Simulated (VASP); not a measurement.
# Ni (Im-3m) in VASP: single point with HSE06

Aim: the single point of Ni with HSE06.

Program: VASP 6.6.1. These are calculated values, not measurements. Logs are shortened: lines on timing, memory, paths and dates and some standing lists are left out, and cuts for length are marked.

## 1. The cell of the first run

The structure is cubic, space group Im-3m (No. 229). The conventional cell has a = 2.801 Å, b = 2.801 Å, c = 2.801 Å, α = 90.00°, β = 90.00°, γ = 90.00°. Ni (site symmetry m-3m) has 14 Ni at 2.43 to 2.80 Å within 3.2 Å.

This isn't the form of Ni at room conditions, which is fcc.

## 2. Single point, HSE06, collinear spin, ferromagnetic start

Input file POSCAR:

```
Ni
1.0
   -1.4003306329      1.4003306329      1.4003306329
    1.4003306329     -1.4003306329      1.4003306329
    1.4003306329      1.4003306329     -1.4003306329
Ni
1
Direct
    0.0000000000      0.0000000000      0.0000000000
```

Input file INCAR.step1:

```
SYSTEM = Ni
PREC = Accurate
ENCUT = 520
EDIFF = 1E-5
ISMEAR = -1
SIGMA = 0.1
LREAL = .FALSE.
LASPH = .TRUE.
NELM = 150
ALGO = Normal
ISIF = 2
LWAVE = .TRUE.
LCHARG = .FALSE.
ISPIN = 2
MAGMOM = 0.592
LORBIT = 11
LMAXMIX = 4
GGA = PE
NBANDS = 15
```

Input file INCAR.step2:

```
SYSTEM = Ni
PREC = Accurate
ENCUT = 520
EDIFF = 1E-6
ISMEAR = -1
SIGMA = 0.1
LREAL = .FALSE.
LASPH = .TRUE.
NELM = 150
ALGO = Normal
ISIF = 2
LWAVE = .FALSE.
LCHARG = .FALSE.
ISPIN = 2
MAGMOM = 0.592
LORBIT = 11
LMAXMIX = 4
GGA = PE
LHFCALC = .TRUE.
HFSCREEN = 0.2079
PRECFOCK = Normal
ISTART = 1
NBANDS = 15
```

Input file KPOINTS:

```
regular mesh
0
G
  8 8 8
  0 0 0
```

Potentials or basis: VASP PAW PBE potentials, release 64 (Ni).

Run with:

```bash
> cat potpaw_PBE.64/Ni/POTCAR > POTCAR
> cp INCAR.step1 INCAR
> mpirun -np 1 vasp_std > vasp.out
> cp INCAR.step2 INCAR
> mpirun -np 1 vasp_std > vasp.out
```

OUTCAR:

```text
SYSTEM = Ni
   PREC = Accurate
   ENCUT = 520
   EDIFF = 1E-6
   ISMEAR = -1
   LREAL = .FALSE.
   LASPH = .TRUE.
   NELM = 150
   ISIF = 2
   ISPIN = 2
   LORBIT = 11
   GGA = PE
   LHFCALC = .TRUE.
   HFSCREEN = 0.2079
   PRECFOCK = Normal
   ISTART = 1

 ion  position               nearest neighbor table
   1  0.000  0.000  0.000-

  LATTYP: Found a body centered cubic cell.
 ALAT       =     2.8006612658

  Lattice vectors:

 A1 = (  -1.4003306329,   1.4003306329,   1.4003306329)
 A2 = (   1.4003306329,  -1.4003306329,   1.4003306329)
 A3 = (   1.4003306329,   1.4003306329,  -1.4003306329)

Analysis of symmetry for initial positions (statically):
=====================================================================
 Subroutine PRICEL returns:
 Original cell was already a primitive cell.

 Routine SETGRP: Setting up the symmetry group for a
 body centered cubic supercell.

 Subroutine GETGRP returns: Found 48 space group operations
 (whereof 48 operations were pure point group operations)
 out of a pool of 48 trial point group operations.

The static configuration has the point symmetry O_h .

Analysis of symmetry for dynamics (positions and initial velocities):
=====================================================================
 Subroutine PRICEL returns:
 Original cell was already a primitive cell.

 Routine SETGRP: Setting up the symmetry group for a
 body centered cubic supercell.

 Subroutine GETGRP returns: Found 48 space group operations
 (whereof 48 operations were pure point group operations)
 out of a pool of 48 trial point group operations.

The dynamic configuration has the point symmetry O_h .

Analysis of structural, dynamic, and magnetic symmetry:
=====================================================================
 Subroutine PRICEL returns:
 Original cell was already a primitive cell.

 Routine SETGRP: Setting up the symmetry group for a
 body centered cubic supercell.

 Subroutine GETGRP returns: Found 48 space group operations
 (whereof 48 operations were pure point group operations)
 out of a pool of 48 trial point group operations.

The overall configuration has the point symmetry O_h .

 Subroutine INISYM returns: Found 48 space group operations
 (whereof 48 operations are pure point group operations),
 and found     1 'primitive' translations

----------------------------------------------------------------------------------------

                                     Primitive cell

  volume of cell :      10.9838

  direct lattice vectors                    reciprocal lattice vectors
    -1.400330633  1.400330633  1.400330633     0.000000000  0.357058532  0.357058532
     1.400330633 -1.400330633  1.400330633     0.357058532  0.000000000  0.357058532
     1.400330633  1.400330633 -1.400330633     0.357058532  0.357058532  0.000000000

  length of vectors
     2.425443804  2.425443804  2.425443804     0.504957018  0.504957018  0.504957018

  position of ions in fractional coordinates (direct lattice)
     0.000000000  0.000000000  0.000000000

  ion indices of the primitive-cell ions
   primitive index   ion index
                 1           1

----------------------------------------------------------------------------------------

 KPOINTS: regular mesh

Automatic generation of k-mesh.
 Grid dimensions read from file:
 generate k-points for:    8    8    8

 Generating k-lattice:

  Cartesian coordinates                     Fractional coordinates (reciprocal lattice)
     0.000000000  0.044632316  0.044632316     0.125000000  0.000000000  0.000000000
     0.044632316  0.000000000  0.044632316     0.000000000  0.125000000  0.000000000
     0.044632316  0.044632316  0.000000000     0.000000000  0.000000000  0.125000000

  Length of vectors
     0.063119627  0.063119627  0.063119627

  Shift w.r.t. Gamma in fractional coordinates (k-lattice)
     0.000000000  0.000000000  0.000000000

 Subroutine IBZKPT returns following result:
 ===========================================

 Found     29 irreducible k-points:

 Following reciprocal coordinates:
            Coordinates               Weight
  0.000000  0.000000  0.000000      1.000000
  0.125000  0.000000  0.000000     12.000000
  0.250000  0.000000  0.000000     12.000000
  0.375000  0.000000  0.000000     12.000000
  0.500000  0.000000  0.000000      6.000000
  0.125000  0.125000  0.000000     24.000000
[... 16 lines left out ...]
 -0.250000  0.250000  0.250000      6.000000
 -0.375000  0.375000  0.250000     24.000000
 [... further k-points ...]
   k-points           NKPTS =     29   k-points in BZ     NKDIM =    512   number of bands    NBANDS=     15
   number of dos      NEDOS =    301   number of ions     NIONS =      1
   total plane-waves  NPLWV =   5832
   dimension x,y,z NGX =    18 NGY =   18 NGZ =   18
   dimension x,y,z NGXF=    36 NGYF=   36 NGZF=   36
   ions per type =               1
   NGX,Y,Z   is equivalent  to a cutoff of  12.34, 12.34, 12.34 a.u.
   NGXF,Y,Z  is equivalent  to a cutoff of  24.68, 24.68, 24.68 a.u.
 SYSTEM =  Ni
   PREC   = accura    normal or accurate (medium, high low for compatibility)
   ISTART =      1    job   : 0-new  1-cont  2-samecut
   ICHARG =      0    charge: 1-file 2-atom 10-const
   ISPIN  =      2    spin polarized calculation?
   LNONCOLLINEAR =      F non collinear calculations
   LSORBIT =      F    spin-orbit coupling
   LASPH  =      T    aspherical Exc in radial PAW
   ENCUT  =  520.0 eV  38.22 Ry    6.18 a.u.   4.51  4.51  4.51*2*pi/ulx,y,z
   NELM   =    150;   NELMIN=  2; NELMDL=  0     # of ELM steps
   EDIFF  = 0.1E-05   stopping-criterion for ELM
   LREAL  =      F    real-space projection
   EDIFFG = 0.1E-04   stopping-criterion for IOM
   NSW    =      0    number of steps for IOM
   IBRION =     -1    ionic relax: 0-MD 1-quasi-New 2-CG
   NFREE  =      0    steps in history (QN), initial steepest desc. (CG)
   ISIF   =      2    stress and relaxation
   ISYM   =      3    0-nonsym 1-usesym 2-fastsym
   POTIM  = 0.5000    time-step for ionic-motion
   TEBEG  =    0.0;   TEEND  =   0.0 temperature during run
   PSTRESS=    0.0 pullay stress
   NELECT =      10.0000    total number of electrons
   NUPDOWN=      -1.0000    fix difference up-down
   EMIN   =  10.00;   EMAX   =-10.00  energy-range for DOS
   EFERMI =   0.00;   METHOD = LEGACY
   ISMEAR =    -1;   SIGMA  =   0.10  broadening in eV -4-tet -1-fermi 0-gaus
   EFERMI_NEDOS =   21; number of points for ismear=-14 and -15
   IALGO  =     38    algorithm
   IMIX   =      1    mixing-type and parameters
     AMIX     =   0.40;   BMIX     =  1.00
     AMIX_MAG =   1.60;   BMIX_MAG =  1.00
  volume/ion in A,a.u.               =      10.98        74.12
  Fermi-wavevector in a.u.,A,eV,Ry     =   1.586686  2.998401 34.253640  2.517572
  Thomas-Fermi vector in A             =   2.685959
   LORBIT       =     11    0 simple, 1 ext, 2 COOP (PROOUT), +10 PAW based schemes
   GGA     = PE    functional components
   LHFCALC =     T    Hartree Fock is set to
   PRECFOCK=normal    Normal, Fast or Accurate (Low or Medium for compatibility)
   ENCUT4O =  -1.0   cutoff for four orbital integrals eV
   NKREDX  =     1    reduce k-point grid by
   NKREDY  =     1    reduce k-point grid by
   NKREDZ  =     1    reduce k-point grid by
   AEXX    =    0.2500 exact exchange contribution
   HFSCREEN=    0.2079 screening length (either q_TF or 0.3 A-1)
   HFSCREENC=   0.2079 screening length for correlation (either q_TF or 0.3 A-1)
   ENCUTFOCK=  -1.0 apply spherical cutoff to Coloumb kernel
   IVDW    =     0    specifies the selected vdW correction
   LEPSILON=     F    determine dielectric tensor
   LRPA    =     F    only Hartree local field effects (RPA)
 spin polarized calculation
  energy-cutoff  :      520.00
  volume of cell :       10.98
 maximum number of plane-waves:       321
  NGX = 14; NGY = 14; NGZ = 14

 number of electron       9.9999985 magnetization       0.7587732

 Free energy of the ion-electron system (eV)
  ---------------------------------------------------
  ext. energy  EPLUGINS =         0.00000000
  ---------------------------------------------------
  free energy    TOTEN  =        -6.24557004 eV

  energy without entropy =       -6.22799347  energy(sigma->0) =       -6.23678175

 E-fermi :   8.7401     XC(G=0): -10.6893

 val. band max:        8.7221814699   @ k =  -0.2500   0.2500   0.1250
 cond. band min:       8.7985515310   @ k =   0.2500   0.0000   0.0000
 fundamental gap:      0.0763700611
 Fermi energy:         8.7400575625

 spin component 1

 k-point     1 :       0.0000    0.0000    0.0000
  band No.  band energies     occupation
      1      -0.8009      1.00000
      2       4.6677      1.00000
      3       4.6677      1.00000
      4       4.6677      1.00000
      5       6.2918      1.00000
      6       6.2919      1.00000
      7      36.6665      0.00000
      8      36.6665      0.00000
      9      36.6665      0.00000
     10      41.6460      0.00000
     11      41.6461      0.00000
     12      43.0020      0.00000
     13      43.0020      0.00000
     14      43.0021      0.00000
[... 403 lines left out ...]
      4       5.6042      1.00000
      5       6.5036      1.00000
      6      10.8447      0.00000
      7      21.3350      0.00000
      8      24.5622      0.00000
      9      27.7654      0.00000
     10      31.4003      0.00000
     11      41.3041      0.00000
     12      43.9093      0.00000
     13      46.6330      0.00000
     14      52.1752      0.00000
     15      56.5215      0.00000

 [... further k-points ...]

 spin component 2

 k-point     1 :       0.0000    0.0000    0.0000
  band No.  band energies     occupation
      1      -1.1467      1.00000
      2       7.0779      1.00000
      3       7.0779      1.00000
      4       7.1930      1.00000
      5       7.1930      1.00000
      6       7.1930      1.00000
      7      36.2922      0.00000
      8      36.2922      0.00000
      9      36.2922      0.00000
     10      41.4051      0.00000
     11      41.4052      0.00000
     12      43.1325      0.00000
     13      43.1325      0.00000
     14      43.1326      0.00000
[... 403 lines left out ...]
      4       8.1040      0.99827
      5       9.8889      0.00001
      6      11.1263      0.00000
      7      21.5908      0.00000
      8      24.7662      0.00000
      9      27.6614      0.00000
     10      31.3188      0.00000
     11      41.3074      0.00000
     12      43.9892      0.00000
     13      46.5977      0.00000
     14      52.1238      0.00000
     15      56.5261      0.00000

 [... further k-points ...]

------------------------ aborting loop because EDIFF is reached ----------------------------------------

  FORCE on cell =-STRESS in cart. coord.  units (eV):
  Direction    XX          YY          ZZ          XY          YZ          ZX
  --------------------------------------------------------------------------------------
  -------------------------------------------------------------------------------------
  Total       -0.0569864     -0.0569864     -0.0569864      0.0000000      0.0000000      0.0000000
  in kB       -8.3124730     -8.3124730     -8.3124730      0.0000000      0.0000000      0.0000000
  external PRESSURE =      -8.3124730 kB  Pullay stress =       0.0000000 kB

 VOLUME and BASIS-vectors are now :
 -----------------------------------------------------------------------------
  energy-cutoff  :      520.00
  volume of cell :       10.98
      direct lattice vectors                 reciprocal lattice vectors
    -1.400330633  1.400330633  1.400330633     0.000000000  0.357058532  0.357058532
     1.400330633 -1.400330633  1.400330633     0.357058532  0.000000000  0.357058532
     1.400330633  1.400330633 -1.400330633     0.357058532  0.357058532  0.000000000

 POSITION                                       TOTAL-FORCE (eV/Angst)
 -----------------------------------------------------------------------------------
      0.00000      0.00000      0.00000         0.000000     -0.000000      0.000000
 -----------------------------------------------------------------------------------
    total drift:                               -0.000000     -0.000001     -0.000001

  FREE ENERGIE OF THE ION-ELECTRON SYSTEM (eV)
  ---------------------------------------------------
  free  energy   TOTEN  =        -6.2455700357 eV

  energy  without entropy=       -6.2279934718  energy(sigma->0) =       -6.23678175

 total charge

# of ion       s       p       d       tot
------------------------------------------
    1        0.492   0.454   8.404   9.350

 magnetization (x)

# of ion       s       p       d       tot
------------------------------------------
    1       -0.022  -0.056   0.866   0.788
```

It took 54 min on 1 thread of Intel Xeon Platinum 8259CL at 2.50GHz (Skylake/Cascade Lake), shared host; peak memory 0.24 GiB.

What came out:

- Free energy: -6.2456 eV
- Pressure: -0.8 GPa
- Net moment: 0.76 μB per cell
- Site moments: Ni +0.79 μB
- Valence electrons inside the program's atomic spheres: Ni 9.35

Caveat: the k points lie up to 0.40 Å⁻¹ apart; the PAW data sets were made with another functional, which shifts forces and pressure a little.
